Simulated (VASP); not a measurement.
# Bi (Pm-3m) in VASP: notebook

Bi is run at these levels: PBEsol; tasks: single point.

Everything below comes from runs of VASP 6.6.1. Logs are shortened: lines on timing, memory, paths and dates and some standing lists are left out, and cuts for length are marked.

**1. The cell of the first run**

It takes space group Pm-3m (No. 221, cubic). The conventional cell has a = 3.088 Å, b = 3.088 Å, c = 3.088 Å, α = 90.00°, β = 90.00°, γ = 90.00°. Bi (site symmetry m-3m) has 6 Bi at 3.09 Å within 4.1 Å.

**2. Single point, PBEsol (volume scaled by 0.88)**

Contents of INCAR:

```
SYSTEM = Bi
PREC = Accurate
ENCUT = 520
EDIFF = 1E-6
ISMEAR = -1
SIGMA = 0.1
LREAL = .FALSE.
LASPH = .TRUE.
NELM = 100
ALGO = Normal
ISIF = 2
LWAVE = .FALSE.
LCHARG = .TRUE.
GGA = PS
LELF = .TRUE.
LVHAR = .TRUE.
NBANDS = 14
```

Contents of KPOINTS:

```
Automatic mesh
0
G
  11 11 11
  0 0 0
```

Contents of POSCAR:

```
Bi
1.0
    3.0877874751      0.0000000000      0.0000000000
    0.0000000000      3.0877874751      0.0000000000
    0.0000000000      0.0000000000      3.0877874751
Bi
1
Direct
    0.0000000000      0.0000000000      0.0000000000
```

Potentials or basis: VASP PAW PBE potentials, release 64 (Bi_d).

Command:

```sh
> cat potpaw_PBE.64/Bi_d/POTCAR > POTCAR
> mpirun -np 1 vasp_std > vasp.out
```

OUTCAR:

```text
SYSTEM = Bi
   PREC = Accurate
   ENCUT = 520
   EDIFF = 1E-6
   ISMEAR = -1
   LREAL = .FALSE.
   LASPH = .TRUE.
   NELM = 100
   ISIF = 2
   GGA = PS

 ion  position               nearest neighbor table
   1  0.000  0.000  0.000-

  LATTYP: Found a simple cubic cell.
 ALAT       =     3.0877874751

  Lattice vectors:

 A1 = (   3.0877874751,   0.0000000000,   0.0000000000)
 A2 = (   0.0000000000,   3.0877874751,   0.0000000000)
 A3 = (   0.0000000000,   0.0000000000,   3.0877874751)

Analysis of symmetry for initial positions (statically):
=====================================================================
 Subroutine PRICEL returns:
 Original cell was already a primitive cell.

 Routine SETGRP: Setting up the symmetry group for a
 simple cubic supercell.

 Subroutine GETGRP returns: Found 48 space group operations
 (whereof 48 operations were pure point group operations)
 out of a pool of 48 trial point group operations.

The static configuration has the point symmetry O_h .

Analysis of symmetry for dynamics (positions and initial velocities):
=====================================================================
 Subroutine PRICEL returns:
 Original cell was already a primitive cell.

 Routine SETGRP: Setting up the symmetry group for a
 simple cubic supercell.

 Subroutine GETGRP returns: Found 48 space group operations
 (whereof 48 operations were pure point group operations)
 out of a pool of 48 trial point group operations.

The dynamic configuration has the point symmetry O_h .

 Subroutine INISYM returns: Found 48 space group operations
 (whereof 48 operations are pure point group operations),
 and found     1 'primitive' translations

----------------------------------------------------------------------------------------

                                     Primitive cell

  volume of cell :      29.4403

  direct lattice vectors                    reciprocal lattice vectors
     3.087787475  0.000000000  0.000000000     0.323856486  0.000000000  0.000000000
     0.000000000  3.087787475  0.000000000     0.000000000  0.323856486  0.000000000
     0.000000000  0.000000000  3.087787475     0.000000000  0.000000000  0.323856486

  length of vectors
     3.087787475  3.087787475  3.087787475     0.323856486  0.323856486  0.323856486

  position of ions in fractional coordinates (direct lattice)
     0.000000000  0.000000000  0.000000000

  ion indices of the primitive-cell ions
   primitive index   ion index
                 1           1

----------------------------------------------------------------------------------------

 KPOINTS: Automatic mesh

Automatic generation of k-mesh.
 Grid dimensions read from file:
 generate k-points for:   11   11   11

 Generating k-lattice:

  Cartesian coordinates                     Fractional coordinates (reciprocal lattice)
     0.029441499  0.000000000  0.000000000     0.090909091  0.000000000  0.000000000
     0.000000000  0.029441499  0.000000000     0.000000000  0.090909091  0.000000000
     0.000000000  0.000000000  0.029441499     0.000000000  0.000000000  0.090909091

  Length of vectors
     0.029441499  0.029441499  0.029441499

  Shift w.r.t. Gamma in fractional coordinates (k-lattice)
     0.000000000  0.000000000  0.000000000

 Subroutine IBZKPT returns following result:
 ===========================================

 Found     56 irreducible k-points:

 Following reciprocal coordinates:
            Coordinates               Weight
  0.000000  0.000000  0.000000      1.000000
  0.090909  0.000000  0.000000      6.000000
  0.181818  0.000000  0.000000      6.000000
  0.272727  0.000000  0.000000      6.000000
  0.363636  0.000000  0.000000      6.000000
  0.454545  0.000000  0.000000      6.000000
[... 16 lines left out ...]
  0.181818  0.090909  0.090909     24.000000
  0.272727  0.090909  0.090909     24.000000
 [... further k-points ...]
   k-points           NKPTS =     56   k-points in BZ     NKDIM =     56   number of bands    NBANDS=     14
   number of dos      NEDOS =    301   number of ions     NIONS =      1
   total plane-waves  NPLWV =  13824
   dimension x,y,z NGX =    24 NGY =   24 NGZ =   24
   dimension x,y,z NGXF=    48 NGYF=   48 NGZF=   48
   ions per type =               1
   NGX,Y,Z   is equivalent  to a cutoff of  12.92, 12.92, 12.92 a.u.
   NGXF,Y,Z  is equivalent  to a cutoff of  25.84, 25.84, 25.84 a.u.
 SYSTEM =  Bi
   PREC   = accura    normal or accurate (medium, high low for compatibility)
   ISTART =      0    job   : 0-new  1-cont  2-samecut
   ICHARG =      2    charge: 1-file 2-atom 10-const
   ISPIN  =      1    spin polarized calculation?
   LNONCOLLINEAR =      F non collinear calculations
   LSORBIT =      F    spin-orbit coupling
   LASPH  =      T    aspherical Exc in radial PAW
   ENCUT  =  520.0 eV  38.22 Ry    6.18 a.u.   5.74  5.74  5.74*2*pi/ulx,y,z
   NELM   =    100;   NELMIN=  2; NELMDL= -5     # of ELM steps
   EDIFF  = 0.1E-05   stopping-criterion for ELM
   LREAL  =      F    real-space projection
   EDIFFG = 0.1E-04   stopping-criterion for IOM
   NSW    =      0    number of steps for IOM
   IBRION =     -1    ionic relax: 0-MD 1-quasi-New 2-CG
   NFREE  =      0    steps in history (QN), initial steepest desc. (CG)
   ISIF   =      2    stress and relaxation
   ISYM   =      2    0-nonsym 1-usesym 2-fastsym
   POTIM  = 0.5000    time-step for ionic-motion
   TEBEG  =    0.0;   TEEND  =   0.0 temperature during run
   PSTRESS=    0.0 pullay stress
   NELECT =      15.0000    total number of electrons
   NUPDOWN=      -1.0000    fix difference up-down
   EMIN   =  10.00;   EMAX   =-10.00  energy-range for DOS
   EFERMI =   0.00;   METHOD = LEGACY
   ISMEAR =    -1;   SIGMA  =   0.10  broadening in eV -4-tet -1-fermi 0-gaus
   EFERMI_NEDOS =   21; number of points for ismear=-14 and -15
   IALGO  =     38    algorithm
   IMIX   =      4    mixing-type and parameters
     AMIX     =   0.40;   BMIX     =  1.00
     AMIX_MAG =   1.60;   BMIX_MAG =  1.00
  volume/ion in A,a.u.               =      29.44       198.67
  Fermi-wavevector in a.u.,A,eV,Ry     =   1.307549  2.470909 23.261655  1.709683
  Thomas-Fermi vector in A             =   2.438276
   LORBIT       =      0    0 simple, 1 ext, 2 COOP (PROOUT), +10 PAW based schemes
   GGA     = PS    functional components
   LHFCALC =     F    Hartree Fock is set to
   AEXX    =    0.0000 exact exchange contribution
   IVDW    =     0    specifies the selected vdW correction
   LEPSILON=     F    determine dielectric tensor
   LRPA    =     F    only Hartree local field effects (RPA)
 non-spin polarized calculation
  energy-cutoff  :      520.00
  volume of cell :       29.44
 maximum number of plane-waves:       812
 NGX is ok and might be reduce to    24
   NGX = 11   NGY = 11   NGZ = 11

 number of electron      14.9999991 magnetization

 Free energy of the ion-electron system (eV)
  ---------------------------------------------------
  ext. energy  EPLUGINS =         0.00000000
  ---------------------------------------------------
  free energy    TOTEN  =        -4.16919590 eV

  energy without entropy =       -4.15085625  energy(sigma->0) =       -4.16002607

 E-fermi :   8.3384     XC(G=0): -10.5771

 val. band max:        8.2323155324   @ k =   0.1818   0.0909   0.0909
 cond. band min:       8.4228718824   @ k =   0.1818   0.1818   0.0000
 fundamental gap:      0.1905563500
 Fermi energy:         8.3384009870

 k-point     1 :       0.0000    0.0000    0.0000
  band No.  band energies     occupation
      1     -14.8140      2.00000
      2     -14.8140      2.00000
      3     -14.2808      2.00000
      4     -14.2808      2.00000
      5     -14.2808      2.00000
      6      -5.8942      2.00000
      7      11.8874      0.00000
      8      11.8874      0.00000
      9      11.8874      0.00000
     10      15.4735      0.00000
     11      16.6897      0.00000
     12      16.6897      0.00000
     13      25.8807      0.00000
     14      25.8807      0.00000

 k-point     2 :       0.0909    0.0000    0.0000
  band No.  band energies     occupation
      1     -14.8120      2.00000
      2     -14.7805      2.00000
      3     -14.2921      2.00000
      4     -14.2921      2.00000
      5     -14.2799      2.00000
      6      -5.7697      2.00000
      7      10.3857      0.00000
      8      12.0306      0.00000
      9      12.0306      0.00000
     10      15.8980      0.00000
     11      16.7648      0.00000
     12      18.0434      0.00000
     13      25.1494      0.00000
     14      25.7199      0.00000

 k-point     3 :       0.1818    0.0000    0.0000
  band No.  band energies     occupation
      1     -14.8067      2.00000
      2     -14.6908      2.00000
      3     -14.3221      2.00000
      4     -14.3221      2.00000
      5     -14.2775      2.00000
      6      -5.4004      2.00000
      7       7.9688      1.95157
      8      12.4406      0.00000
      9      12.4406      0.00000
     10      16.2520      0.00000
     11      16.9915      0.00000
     12      20.9388      0.00000
     13      23.7126      0.00000
     14      24.9308      0.00000
[... 324 lines left out ...]
 k-point    23 :       0.1818    0.0909    0.0909
  band No.  band energies     occupation
      1     -14.7554      2.00000
      2     -14.6694      2.00000
      3     -14.3341      2.00000
      4     -14.3328      2.00000
      5     -14.3000      2.00000
      6      -5.1530      2.00000
      7       8.2323      1.48571
      8      10.9776      0.00000
      9      11.1489      0.00000
     10      18.1601      0.00000
     11      18.5269      0.00000
     12      20.9726      0.00000
     13      22.3644      0.00000
     14      22.9303      0.00000

 k-point    24 :       0.2727    0.0909    0.0909
  band No.  band energies     occupation
      1     -14.7486      2.00000
      2     -14.5503      2.00000
      3     -14.3742      2.00000
      4     -14.3726      2.00000
      5     -14.2966      2.00000
      6      -4.5657      2.00000
      7       5.9253      2.00000
      8      11.5849      0.00000
      9      11.7477      0.00000
     10      18.3453      0.00000
     11      18.6746      0.00000
     12      21.0087      0.00000
     13      21.1293      0.00000
     14      24.2426      0.00000

 [... further k-points ...]
[... 5 lines left out ...]
  --------------------------------------------------------------------------------------
  -------------------------------------------------------------------------------------
  Total        1.7132806      1.7132806      1.7132806     -0.0000000     -0.0000000      0.0000000
  in kB       93.2388424     93.2388424     93.2388424     -0.0000000     -0.0000000      0.0000000
  external PRESSURE =      93.2388424 kB  Pullay stress =       0.0000000 kB

 VOLUME and BASIS-vectors are now :
 -----------------------------------------------------------------------------
  energy-cutoff  :      520.00
  volume of cell :       29.44
      direct lattice vectors                 reciprocal lattice vectors
     3.087787475  0.000000000  0.000000000     0.323856486  0.000000000  0.000000000
     0.000000000  3.087787475  0.000000000     0.000000000  0.323856486  0.000000000
     0.000000000  0.000000000  3.087787475     0.000000000  0.000000000  0.323856486

 POSITION                                       TOTAL-FORCE (eV/Angst)
 -----------------------------------------------------------------------------------
      0.00000      0.00000      0.00000         0.000000      0.000000      0.000000
 -----------------------------------------------------------------------------------
    total drift:                                0.000000     -0.000000      0.000000

  FREE ENERGIE OF THE ION-ELECTRON SYSTEM (eV)
  ---------------------------------------------------
  free  energy   TOTEN  =        -4.1691958953 eV

  energy  without entropy=       -4.1508562486  energy(sigma->0) =       -4.16002607
```

Run time: 10 s. Hardware: 1 thread of Intel Xeon Platinum 8259CL at 2.50GHz (Skylake/Cascade Lake), shared host; peak memory 0.15 GiB.

Results:

- Free energy: -4.1692 eV
- Pressure: 9.3 GPa

Caveat: the PAW data sets were made with another functional, which shifts forces and pressure a little; spin-orbit coupling is left out, which moves the levels of the heavy elements.

**3. Single point, PBEsol (volume scaled by 0.92)**

Contents of INCAR:

```
SYSTEM = Bi
ALGO = Normal ; EDIFF = 1E-7
ENCUT = 520 ; GGA = PS
ISIF = 2 ; ISMEAR = -1
LASPH = .True. ; LCHARG = .False.
LREAL = .False. ; LWAVE = .False.
NBANDS = 14 ; NELM = 80
PREC = Accurate ; SIGMA = 0.1
```

Contents of KPOINTS:

```
k-points
0
Gamma
  11 11 11
  0 0 0
```

Contents of POSCAR:

```
Bi
1.0
    3.1338806509      0.0000000000      0.0000000000
    0.0000000000      3.1338806509      0.0000000000
    0.0000000000      0.0000000000      3.1338806509
Bi
1
Direct
    0.0000000000      0.0000000000      0.0000000000
```

Potentials or basis: VASP PAW PBE potentials, release 64 (Bi_d).

Command:

```sh
> cat potpaw_PBE.64/Bi_d/POTCAR > POTCAR
> mpirun -np 1 vasp_std > vasp.out
```

Run time: 11 s. Hardware: 1 thread of Intel Xeon Platinum 8259CL at 2.50GHz (Skylake/Cascade Lake), shared host; peak memory 0.14 GiB.

Results (log left out):

```
Free energy : -4.2312 eV
Pressure    : 5.5 GPa
```

Levels at points of the mesh, in eV from the Fermi level:
```csv
k point,band 4,band 5,band 6,band 7,band 8,band 9,band 10,band 11
"(0.00, 0.00, 0.00)",-22.57,-22.57,-13.87,3.45,3.45,3.45,6.89,8.21
```

Caveat: the PAW data sets were made with another functional, which shifts forces and pressure a little; spin-orbit coupling is left out, which moves the levels of the heavy elements.

**4. Single point, PBEsol (volume scaled by 0.96)**

Contents of INCAR:

```
SYSTEM = Bi
PREC = Accurate
ENCUT = 520
EDIFF = 1E-7
ISMEAR = -1
SIGMA = 0.1
LREAL = .FALSE.
LASPH = .TRUE.
NELM = 80
ALGO = Normal
ISIF = 2
LWAVE = .FALSE.
LCHARG = .FALSE.
GGA = PS
NBANDS = 14
```

Contents of KPOINTS:

```
Automatic mesh
0
G
  11 11 11
  0 0 0
```

Contents of POSCAR:

```
Bi
1.0
    3.1786564239      0.0000000000      0.0000000000
    0.0000000000      3.1786564239      0.0000000000
    0.0000000000      0.0000000000      3.1786564239
Bi
1
Direct
    0.0000000000      0.0000000000      0.0000000000
```

Command:

```sh
> cat potpaw_PBE.64/Bi_d/POTCAR > POTCAR
> mpirun -np 1 vasp_std > vasp.out
```

Run time: 12 s. Hardware: 1 thread of Intel Xeon Platinum 8259CL at 2.50GHz (Skylake/Cascade Lake), shared host; peak memory 0.14 GiB.

The run converged. Its results:

```yaml
Free_energy: -4.2647 eV
Pressure: 2.5 GPa
```

Levels at points of the mesh, in eV from the Fermi level:
| k point | band 4 | band 5 | band 6 | band 7 | band 8 | band 9 | band 10 | band 11 |
| --- | --- | --- | --- | --- | --- | --- | --- | --- |
| (0.00, 0.00, 0.00) | -22.54 | -22.54 | -13.55 | 3.36 | 3.36 | 3.36 | 6.65 | 8.08 |

Caveat: the PAW data sets were made with another functional, which shifts forces and pressure a little; spin-orbit coupling is left out, which moves the levels of the heavy elements.

**5. Overview**

```csv
cell,gap on the mesh (eV),pressure (GPa)
"a = 3.088 Å, 1 atom",none,9.3
"a = 3.134 Å, 1 atom",none,5.5
"a = 3.179 Å, 1 atom",none,2.5
```

Alike in all rows: task single point; level PBEsol; potentials or basis VASP PAW PBE potentials, release 64 (Bi_d); no spin polarisation; k mesh 11 × 11 × 11; cutoff (eV) 520; smearing fermi-dirac 0.1 eV.

Caveats: the PAW data sets were made with another functional, which shifts forces and pressure a little; spin-orbit coupling is left out, which moves the levels of the heavy elements.

Total energies depend on the potentials used, so only differences within one code and one set of settings carry meaning.
